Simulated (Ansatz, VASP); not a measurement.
Two plane-wave programs on P

```
P
1.0
     3.15299    0.00000    0.00000
     0.00000   33.47976    0.00000
     0.00000    0.00000    4.61439
P
4
Direct
  0.00000 0.96969 0.58262
  0.00000 0.03031 0.41738
  0.50000 0.03031 0.08262
  0.50000 0.96969 0.91738
```

Change from the starting cell: strain -0.040 along x and y, +0.040 along z, atoms carried along.

Alike in both runs: task single point; functional PBEsol; k mesh 8 × 1 × 6; occupations gaussian, width 0.05 eV; no spin polarisation.

|  | VASP | Ansatz |
| --- | --- | --- |
| version | VASP 6.6.1 | Ansatz 0.2.0 |
| potentials or method | VASP PAW PBE potentials, release 64 (P), cutoff 520 eV | scalar-relativistic, plane waves, PAW |
| valence electrons in the cell | 20 | 20 |

Ansatz gave:

| Property | Result |
| --- | --- |
| gap on the k mesh at the Fermi level (eV) | 0.96 |
| least direct gap on the mesh (eV) | 1.17 |
| rms of the force components (eV/Å) | 0.540 |

**Question.** Estimate VASP's values.

**Answer.** gap on the k mesh at the Fermi level (eV): 0.99; least direct gap on the mesh (eV): 1.19; rms of the force components (eV/Å): 0.533.

VASP's potentials were made for PBE, not for PBEsol. Atom by atom the forces differ by 0.014 eV/Å (rms over components).
